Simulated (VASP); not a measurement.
Set up this calculation in VASP 6.6.1, as the native input.

| Property | Result |
| --- | --- |
| Task | single point |
| Functional | PBEsol |
| Potentials or basis | VASP PAW PBE potentials, release 64 (O) |
| Cutoff | 520 eV |
| k mesh | 16 × 16 × 16 |
| Occupations | fermi-dirac, width 0.05 eV |
| Spin | no spin polarisation |
| Dipole correction | no |
| Further INCAR settings | ALGO = Normal; EDIFF = 1e-06; NBANDS = 9 |

The structure of O lies in POSCAR:

```
O
1.0
    1.9286031520      0.0000000000      0.0000000000
    0.0000000000      1.9286031520      0.0000000000
    0.0000000000      0.0000000000      1.9286031520
O
1
Direct
    0.0000000000      0.0000000000      0.0000000000
```

This cell differs from its parent crystal: volume scaled by 0.95.

The input as run:

INCAR

```
PREC     = Accurate       # precision mode
ENCUT    = 520            # plane-wave cutoff, eV
EDIFF    = 1E-6           # SCF threshold, eV
ISMEAR   = -1             # smearing method
SIGMA    = 0.05           # smearing width, eV
LREAL    = F              # projectors in reciprocal space
LASPH    = T              # aspherical terms in the spheres
NELM     = 80             # most SCF steps
ALGO     = Normal         # electronic algorithm
ISIF     = 2              # what is computed and relaxed
LWAVE    = F              # write WAVECAR
LCHARG   = T              # write CHGCAR
GGA      = PS             # functional
LELF     = T              # ELF
LVHAR    = T            
NBANDS   = 9              # bands
```

KPOINTS

```
Automatic mesh
0
Gamma
  16 16 16
```

Potentials or basis: VASP PAW PBE potentials, release 64 (O).

Launch:

```bash
$ cat potpaw_PBE.64/O/POTCAR > POTCAR
$ mpirun -np 1 vasp_std > vasp.out
```

It gave:

| Property | Result |
| --- | --- |
| Pressure | 11.3 GPa |
| Band gap on the k mesh | zero (band 3 reaches 6.34 eV, above the bottom of band 4 at -0.09 eV) |

Caveat: the PAW data sets were made with another functional, which shifts forces and pressure a little.

Run time: 2.7 s on 1 thread of Intel(R) Xeon(R) 6975P-C (Granite Rapids), with other jobs on the host, peak memory 0.11 GiB.
